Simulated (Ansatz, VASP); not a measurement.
# TaHO2 in VASP and in Ansatz

INCAR

```
PREC = Accurate
ENCUT = 700
EDIFF = 1E-7
ISMEAR = 0
SIGMA = 0.1
LREAL = F
LASPH = T
NELM = 120
ALGO = Normal
ISIF = 3
LWAVE = F
LCHARG = F
GGA = PE
IBRION = 2
NSW = 90
EDIFFG = -0.04
GGA_COMPAT = F
NELMIN = 4
```

The input KPOINTS:

```
Automatic mesh
0
Gamma
  6 6 4
```

File POSCAR:

```
TaHO2
1.0
    3.0042465600      0.0000000000      0.0000000000
   -1.5021232800      2.6017538400      0.0000000000
    0.0000000000      0.0000000000      4.7825838000
Ta H O
1 1 2
Direct
    0.3333333300      0.6666666700      0.0000000000
    0.6666666700      0.3333333300      0.5000000000
    0.0000000000      0.0000000000      0.2699988000
    0.0000000000      0.0000000000      0.7300012000
```

Input for Ansatz:

```yaml
crystal:
  lattice:
    - [3.00424656, 0.0, 0.0]
    - [-1.50212328, 2.60175384, 0.0]
    - [0.0, 0.0, 4.7825838]
  atoms:
    - { symbol: Ta, position: [0.33333333, 0.66666667, 0.0] }
    - { symbol: H, position: [0.66666667, 0.33333333, 0.5] }
    - { symbol: O, position: [0.0, 0.0, 0.2699988] }
    - { symbol: O, position: [0.0, 0.0, 0.7300012] }
basis:
  ecutwfc: 420
kpoints:
  mp_grid: { grid: [6, 6, 4] }
hamiltonian:
  xc: pbe
scf:
  occupations: { method: gaussian, width: 0.1 }
  lower_state_search: "off"
output:
  forces: true
  stress: true
  eigenvalues: true
relax:
  adjacent_minimum: "off"
  f_tol: 0.04
  max_steps: 70
  cell: { stress_tol: 0.4 }
```

Alike in both runs: task relaxation of cell and atoms; functional PBE; k mesh 6 × 6 × 4; occupations gaussian, width 0.1 eV; no spin polarisation.

|  | VASP | Ansatz |
| --- | --- | --- |
| version | VASP 6.6.1 | Ansatz 0.2.0 |
| potentials or method | VASP PAW PBE potentials, release 64 (Ta_sv_GW, H, O), cutoff 700 eV | scalar-relativistic, plane waves, PAW |
| valence electrons in the cell | 26 | 26 |

```tsv
	VASP	Ansatz	Ansatz less VASP
gap on the k mesh at the Fermi level, each at its own relaxed structure (eV)	none	none	-
relaxed volume (Å³/atom)	10.36	10.52	+0.163
relaxed length of the cell vector where the two differ most in proportion (Å)	5.529	5.620	+0.0908
```

A gap of «none» marks a metal or a gap that the smearing closes.

The k mesh is coarse, so the values compare programs but aren't converged. Neither program's run includes spin-orbit coupling.
